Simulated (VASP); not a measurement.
# Sn3GeSe (Pm-3m) in VASP: further runs

Sn3GeSe is run at these levels: PBE; tasks: relaxation of cell and atoms.

All numbers are computed with VASP 6.6.1; they aren't measurements. Logs are shortened: lines on timing, memory, paths and dates and some standing lists are left out, and cuts for length are marked.

### Step 1. The cell of the first run

Symmetry: Pm-3m, No. 221, cubic system. Conventional cell: a = 5.319 Å, b = 5.319 Å, c = 5.319 Å, α = 90.00°, β = 90.00°, γ = 90.00°. Within 3.5 Å of Sn (site symmetry 4/mmm) lie 2 Ge at 2.66 Å. Ge (site symmetry m-3m) has 6 Sn at 2.66 Å within 3.5 Å. Within 4.9 Å of Se (site symmetry m-3m) lie 12 Sn at 3.76 Å and 8 Ge at 4.61 Å.

### Step 2. Relaxation of cell and atoms, PBE

Contents of INCAR:

```
SYSTEM = Sn3GeSe
PREC = Accurate
ENCUT = 600
EDIFF = 1E-6
ISMEAR = 0
SIGMA = 0.1
LREAL = .FALSE.
LASPH = .TRUE.
NELM = 100
ALGO = Normal
ISIF = 3
LWAVE = .FALSE.
LCHARG = .FALSE.
GGA = PE
IBRION = 2
NSW = 90
EDIFFG = -0.04
```

Contents of KPOINTS:

```
regular mesh
0
G
  4 4 4
  0 0 0
```

Contents of POSCAR:

```
Sn3GeSe
1.0
    5.3192437400      0.0000000000      0.0000000000
    0.0000000000      5.3192437400      0.0000000000
    0.0000000000      0.0000000000      5.3192437400
Sn Ge Se
3 1 1
Direct
    0.5000000000      0.0000000000      0.0000000000
    0.0000000000      0.5000000000      0.0000000000
    0.0000000000      0.0000000000      0.5000000000
    0.0000000000      0.0000000000      0.0000000000
    0.5000000000      0.5000000000      0.5000000000
```

Potentials or basis: VASP PAW PBE potentials, release 64 (Sn_d, Ge_d, Se).

Started as:

```sh
> cat potpaw_PBE.64/Sn_d/POTCAR potpaw_PBE.64/Ge_d/POTCAR potpaw_PBE.64/Se/POTCAR > POTCAR
> mpirun -np 1 vasp_std > vasp.out
```

OUTCAR:

```text
SYSTEM = Sn3GeSe
   PREC = Accurate
   ENCUT = 600
   EDIFF = 1E-6
   ISMEAR = 0
   LREAL = .FALSE.
   LASPH = .TRUE.
   NELM = 100
   ISIF = 3
   GGA = PE
   IBRION = 2
   NSW = 90
   EDIFFG = -0.04

 ion  position               nearest neighbor table
   1  0.500  0.000  0.000-   4 2.66   4 2.66
   2  0.000  0.500  0.000-   4 2.66   4 2.66
   3  0.000  0.000  0.500-   4 2.66   4 2.66
   4  0.000  0.000  0.000-   1 2.66   2 2.66   3 2.66   3 2.66   2 2.66   1 2.66
   5  0.500  0.500  0.500-

  LATTYP: Found a simple cubic cell.
 ALAT       =     5.3192437400

  Lattice vectors:

 A1 = (   5.3192437400,   0.0000000000,   0.0000000000)
 A2 = (   0.0000000000,   5.3192437400,   0.0000000000)
 A3 = (   0.0000000000,   0.0000000000,   5.3192437400)

Analysis of symmetry for initial positions (statically):
=====================================================================
 Subroutine PRICEL returns:
 Original cell was already a primitive cell.

 Routine SETGRP: Setting up the symmetry group for a
 simple cubic supercell.

 Subroutine GETGRP returns: Found 48 space group operations
 (whereof 48 operations were pure point group operations)
 out of a pool of 48 trial point group operations.

The static configuration has the point symmetry O_h .

Analysis of symmetry for dynamics (positions and initial velocities):
=====================================================================
 Subroutine PRICEL returns:
 Original cell was already a primitive cell.

 Routine SETGRP: Setting up the symmetry group for a
 simple cubic supercell.

 Subroutine GETGRP returns: Found 48 space group operations
 (whereof 48 operations were pure point group operations)
 out of a pool of 48 trial point group operations.

The dynamic configuration has the point symmetry O_h .

 Subroutine INISYM returns: Found 48 space group operations
 (whereof 48 operations are pure point group operations),
 and found     1 'primitive' translations

----------------------------------------------------------------------------------------

[... 549 lines left out ...]
  external PRESSURE =      18.2050748 kB  Pullay stress =       0.0000000 kB

 VOLUME and BASIS-vectors are now :
 -----------------------------------------------------------------------------
  energy-cutoff  :      600.00
  volume of cell :      150.50
      direct lattice vectors                 reciprocal lattice vectors
     5.319243740  0.000000000  0.000000000     0.187996649  0.000000000  0.000000000
     0.000000000  5.319243740  0.000000000     0.000000000  0.187996649  0.000000000
     0.000000000  0.000000000  5.319243740     0.000000000  0.000000000  0.187996649

 POSITION                                       TOTAL-FORCE (eV/Angst)
 -----------------------------------------------------------------------------------
      2.65962      0.00000      0.00000         0.000000      0.000000      0.000000
      0.00000      2.65962      0.00000         0.000000      0.000000      0.000000
      0.00000      0.00000      2.65962         0.000000      0.000000      0.000000
      0.00000      0.00000      0.00000         0.000000      0.000000      0.000000
      2.65962      2.65962      2.65962         0.000000      0.000000      0.000000
 -----------------------------------------------------------------------------------
    total drift:                                0.000000      0.000000     -0.000000

  FREE ENERGIE OF THE ION-ELECTRON SYSTEM (eV)
  ---------------------------------------------------
  free  energy   TOTEN  =       -17.5088241247 eV

  energy  without entropy=      -17.4971749503  energy(sigma->0) =      -17.50299954

--------------------------------------- Ionic step        2  -------------------------------------------

 number of electron      61.9999984 magnetization

 Free energy of the ion-electron system (eV)
  ---------------------------------------------------
  ext. energy  EPLUGINS =         0.00000000
  ---------------------------------------------------
  free energy    TOTEN  =       -17.54616117 eV

  energy without entropy =      -17.53398503  energy(sigma->0) =      -17.54007310

 E-fermi :   4.7901     XC(G=0):  -9.1325

 val. band max:        4.7480048564   @ k =   0.2500   0.2500   0.0000
 cond. band min:       4.9012529359   @ k =   0.2500   0.2500   0.2500
 fundamental gap:      0.1532480795
 Fermi energy:         4.7900684653

 k-point     1 :       0.0000    0.0000    0.0000
  band No.  band energies     occupation
      1     -19.9611      2.00000
      2     -19.9611      2.00000
      3     -19.9109      2.00000
      4     -19.9109      2.00000
      5     -19.9109      2.00000
      6     -17.2021      2.00000
[... 389 lines left out ...]
     36       7.2016      0.00000
     37       8.4119      0.00000

------------------------ aborting loop because EDIFF is reached ----------------------------------------

  FORCE on cell =-STRESS in cart. coord.  units (eV):
  Direction    XX          YY          ZZ          XY          YZ          ZX
  --------------------------------------------------------------------------------------
  -------------------------------------------------------------------------------------
  Total       -0.1860558     -0.1860558     -0.1860558     -0.0000000     -0.0000000      0.0000000
  in kB       -1.8857390     -1.8857390     -1.8857390     -0.0000000     -0.0000000      0.0000000
  external PRESSURE =      -1.8857390 kB  Pullay stress =       0.0000000 kB

 VOLUME and BASIS-vectors are now :
 -----------------------------------------------------------------------------
  energy-cutoff  :      600.00
  volume of cell :      158.08
      direct lattice vectors                 reciprocal lattice vectors
     5.407013041 -0.000000000  0.000000000     0.184944995  0.000000000  0.000000000
    -0.000000000  5.407013041 -0.000000000     0.000000000  0.184944995  0.000000000
    -0.000000000 -0.000000000  5.407013041    -0.000000000  0.000000000  0.184944995

 POSITION                                       TOTAL-FORCE (eV/Angst)
 -----------------------------------------------------------------------------------
      2.70351     -0.00000      0.00000         0.000000      0.000000      0.000000
     -0.00000      2.70351     -0.00000         0.000000      0.000000      0.000000
     -0.00000     -0.00000      2.70351        -0.000000     -0.000000      0.000000
      0.00000      0.00000      0.00000         0.000000      0.000000      0.000000
      2.70351      2.70351      2.70351        -0.000000      0.000000     -0.000000
 -----------------------------------------------------------------------------------
    total drift:                                0.000000      0.000000     -0.000000

  FREE ENERGIE OF THE ION-ELECTRON SYSTEM (eV)
  ---------------------------------------------------
  free  energy   TOTEN  =       -17.5461611723 eV

  energy  without entropy=      -17.5339850337  energy(sigma->0) =      -17.54007310

 reached required accuracy - stopping structural energy minimisation
```

OSZICAR:

```text
N       E                     dE             d eps       ncg     rms          rms(c)
DAV:   1     0.648313807229E+03    0.64831E+03   -0.33891E+04   834   0.305E+03
DAV:   2     0.984841042875E+02   -0.54983E+03   -0.53784E+03   748   0.780E+02
DAV:   3    -0.103766693258E+02   -0.10886E+03   -0.10436E+03   852   0.239E+02
[... 16 lines left out ...]
DAV:   5    -0.175462570453E+02    0.60684E-02   -0.99955E-03   921   0.100E+00    0.107E-01
DAV:   6    -0.175461788336E+02    0.78212E-04   -0.95175E-04   906   0.375E-01    0.455E-02
DAV:   7    -0.175461599002E+02    0.18933E-04   -0.12913E-04   807   0.948E-02    0.145E-02
DAV:   8    -0.175461604503E+02   -0.55014E-06   -0.22768E-05   802   0.411E-02    0.370E-03
DAV:   9    -0.175461611723E+02   -0.72192E-06   -0.29495E-06   690   0.174E-02
   2 F= -.17546161E+02 E0= -.17540073E+02  d E =-.373370E-01
```

It took 1.7 min on 1 thread of Oxide Virtual Turin-like, shared host; peak memory 0.27 GiB.

Results:

| Quantity | Value |
| --- | --- |
| Free energy | -17.5462 eV |
| Relaxed volume | 31.62 Å³/atom |
| Relaxed cell | a = 5.407 Å, b = 5.407 Å, c = 5.407 Å, α = 90.00°, β = 90.00°, γ = 90.00° |
| Space group after relaxing (to 0.05 Å) | Pm-3m (No. 221) |
| Energy gained by relaxing | 7.5 meV/atom |
| Ionic steps | 2 |
| Pressure after relaxing | -0.2 GPa |
| Band gap on the k mesh | zero (band 31 reaches 5.53 eV, above the bottom of band 32 at 4.66 eV) |

The path:
```csv
step,energy change (eV),largest force (eV/Å),pressure (GPa),volume (Å³)
1,0.0000,0.0000,1.82,150.50
2,-0.0373,0.0000,-0.19,158.08
```

Final structure:
```
Sn Ge Se
1.0
     5.40701    0.00000    0.00000
     0.00000    5.40701    0.00000
     0.00000    0.00000    5.40701
Sn Ge Se
3 1 1
Direct
  0.50000 0.00000 0.00000
  0.00000 0.50000 0.00000
  0.00000 0.00000 0.50000
  0.00000 0.00000 0.00000
  0.50000 0.50000 0.50000
```

Caveat: spin-orbit coupling is left out, which moves the levels of the heavy elements.

### Step 3. Relaxation of cell and atoms, PBE

This run uses another cell than the first one, of 31.45 Å³/atom, 1.045 times its volume.

Contents of INCAR:

```
SYSTEM = Sn3GeSe
ALGO = Normal ; EDIFF = 1E-6
EDIFFG = -0.01 ; ENCUT = 600
GGA = PE ; IBRION = 2
ISIF = 3 ; ISMEAR = 0
LASPH = .True. ; LCHARG = .False.
LREAL = .False. ; LWAVE = .False.
NELM = 60 ; NSW = 100
PREC = Accurate ; SIGMA = 0.1
```

Contents of KPOINTS:

```
k-points
0
Gamma
  8 8 8
  0 0 0
```

Edit POSCAR of step 2 so:

```diff
@@ -2,5 +2,5 @@
 1.0
-    5.3192437400      0.0000000000      0.0000000000
-    0.0000000000      5.3192437400      0.0000000000
-    0.0000000000      0.0000000000      5.3192437400
+    5.3977249831      0.0000000000      0.0000000000
+    0.0000000000      5.3977249831      0.0000000000
+    0.0000000000      0.0000000000      5.3977249831
 Sn Ge Se
```

Potentials or basis: VASP PAW PBE potentials, release 64 (Sn_d, Ge_d, Se).

Started as:

```sh
> cat potpaw_PBE.64/Sn_d/POTCAR potpaw_PBE.64/Ge_d/POTCAR potpaw_PBE.64/Se/POTCAR > POTCAR
> mpirun -np 1 vasp_std > vasp.out
```

OUTCAR:

```text
SYSTEM = Sn3GeSe
   EDIFF = 1E-6
   EDIFFG = -0.01
   ENCUT = 600
   GGA = PE
   IBRION = 2
   ISIF = 3
   ISMEAR = 0
   LASPH = .True.
   LREAL = .False.
   NELM = 60
   NSW = 100
   PREC = Accurate

 ion  position               nearest neighbor table
   1  0.500  0.000  0.000-   4 2.70   4 2.70
   2  0.000  0.500  0.000-   4 2.70   4 2.70
   3  0.000  0.000  0.500-   4 2.70   4 2.70
   4  0.000  0.000  0.000-   1 2.70   2 2.70   3 2.70   3 2.70   2 2.70   1 2.70
   5  0.500  0.500  0.500-

  LATTYP: Found a simple cubic cell.
 ALAT       =     5.3977249831

  Lattice vectors:

 A1 = (   5.3977249831,   0.0000000000,   0.0000000000)
 A2 = (   0.0000000000,   5.3977249831,   0.0000000000)
 A3 = (   0.0000000000,   0.0000000000,   5.3977249831)

Analysis of symmetry for initial positions (statically):
=====================================================================
 Subroutine PRICEL returns:
 Original cell was already a primitive cell.

 Routine SETGRP: Setting up the symmetry group for a
 simple cubic supercell.

[... 226 lines left out ...]
 cond. band min:       4.8763131630   @ k =   0.2500   0.2500   0.2500
 fundamental gap:      0.0378200562
 Fermi energy:         4.8612064860

 k-point     1 :       0.0000    0.0000    0.0000
  band No.  band energies     occupation
      1     -20.0680      2.00000
      2     -20.0680      2.00000
      3     -20.0187      2.00000
      4     -20.0187      2.00000
      5     -20.0187      2.00000
      6     -17.2031      2.00000
[... 949 lines left out ...]
     36       7.3592      0.00000
     37       7.4956      0.00000

 [... further k-points ...]

------------------------ aborting loop because EDIFF is reached ----------------------------------------

  FORCE on cell =-STRESS in cart. coord.  units (eV):
  Direction    XX          YY          ZZ          XY          YZ          ZX
  --------------------------------------------------------------------------------------
  -------------------------------------------------------------------------------------
  Total        0.0276086      0.0276086      0.0276086      0.0000000      0.0000000     -0.0000000
  in kB        0.2796340      0.2796340      0.2796340      0.0000000      0.0000000     -0.0000000
  external PRESSURE =       0.2796340 kB  Pullay stress =       0.0000000 kB

 VOLUME and BASIS-vectors are now :
 -----------------------------------------------------------------------------
  energy-cutoff  :      600.00
  volume of cell :      158.19
      direct lattice vectors                 reciprocal lattice vectors
     5.408229692  0.000000000 -0.000000000     0.184903389  0.000000000 -0.000000000
    -0.000000000  5.408229692 -0.000000000    -0.000000000  0.184903389 -0.000000000
     0.000000000  0.000000000  5.408229692     0.000000000  0.000000000  0.184903389

 POSITION                                       TOTAL-FORCE (eV/Angst)
 -----------------------------------------------------------------------------------
      2.70411      0.00000     -0.00000        -0.000000     -0.000000      0.000000
     -0.00000      2.70411     -0.00000        -0.000000     -0.000000      0.000000
      0.00000      0.00000      2.70411         0.000000      0.000000      0.000000
      0.00000      0.00000      0.00000        -0.000000     -0.000000      0.000000
      2.70411      2.70411      2.70411        -0.000000     -0.000000      0.000000
 -----------------------------------------------------------------------------------
    total drift:                                0.000000      0.000000      0.000000

  FREE ENERGIE OF THE ION-ELECTRON SYSTEM (eV)
  ---------------------------------------------------
  free  energy   TOTEN  =       -17.1558250840 eV

  energy  without entropy=      -17.1274988502  energy(sigma->0) =      -17.14166197

 reached required accuracy - stopping structural energy minimisation
```

CONTCAR:

```text
Sn3GeSe
   1.00000000000000
     5.4082296918833679    0.0000000000000000   -0.0000000000000000
    -0.0000000000000000    5.4082296918833679   -0.0000000000000000
     0.0000000000000000    0.0000000000000000    5.4082296918833679
  Sn              Ge              Se
     3     1     1
Direct
     0.5000000000000000    0.0000000000000000    0.0000000000000000
     0.0000000000000000    0.5000000000000000    0.0000000000000000
     0.0000000000000000    0.0000000000000000    0.5000000000000000
     0.0000000000000000    0.0000000000000000    0.0000000000000000
     0.5000000000000000    0.5000000000000000    0.5000000000000000

  0.00000000E+00  0.00000000E+00  0.00000000E+00
  0.00000000E+00  0.00000000E+00  0.00000000E+00
  0.00000000E+00  0.00000000E+00  0.00000000E+00
  0.00000000E+00  0.00000000E+00  0.00000000E+00
  0.00000000E+00  0.00000000E+00  0.00000000E+00
```

It took 5.1 min on 1 thread of Oxide Virtual Turin-like, shared host; peak memory 0.46 GiB.

What came out:

```yaml
Free_energy: -17.1558 eV
Relaxed_volume: 31.64 Å³/atom
Relaxed_cell: a = 5.408 Å, b = 5.408 Å, c = 5.408 Å, α = 90.00°, β = 90.00°, γ = 90.00°
Space_group_after_relaxing_to_0.05_Å: Pm-3m (No. 221)
Energy_gained_by_relaxing: 0.1 meV/atom
Ionic_steps: 2
Pressure_after_relaxing: 0.0 GPa
Band_gap_on_the_k_mesh: zero (band 31 reaches 5.53 eV, above the bottom of band 32 at 4.58 eV)
```

The path:
```csv
step,energy change (eV),largest force (eV/Å),pressure (GPa),volume (Å³)
1,0.0000,0.0000,0.21,157.27
2,-0.0007,0.0000,0.03,158.19
```

Final structure:
```
Sn Ge Se
1.0
     5.40823    0.00000    0.00000
     0.00000    5.40823    0.00000
     0.00000    0.00000    5.40823
Sn Ge Se
3 1 1
Direct
  0.50000 0.00000 0.00000
  0.00000 0.50000 0.00000
  0.00000 0.00000 0.50000
  0.00000 0.00000 0.00000
  0.50000 0.50000 0.50000
```

Levels at points of the mesh, in eV from the Fermi level:
```tsv
k point	band 29	band 30	band 31	band 32	band 33	band 34
(0.00, 0.00, 0.00)	-1.71	-1.71	-1.71	1.24	1.24	1.24
(0.50, 0.00, 0.00)	-2.22	-1.12	0.08	0.24	0.91	0.91
(0.50, 0.50, 0.00)	-2.07	-1.74	-0.20	-0.20	1.11	1.11
(0.50, 0.50, 0.50)	0.67	0.67	0.67	1.90	1.90	2.29
```

Caveat: spin-orbit coupling is left out, which moves the levels of the heavy elements.
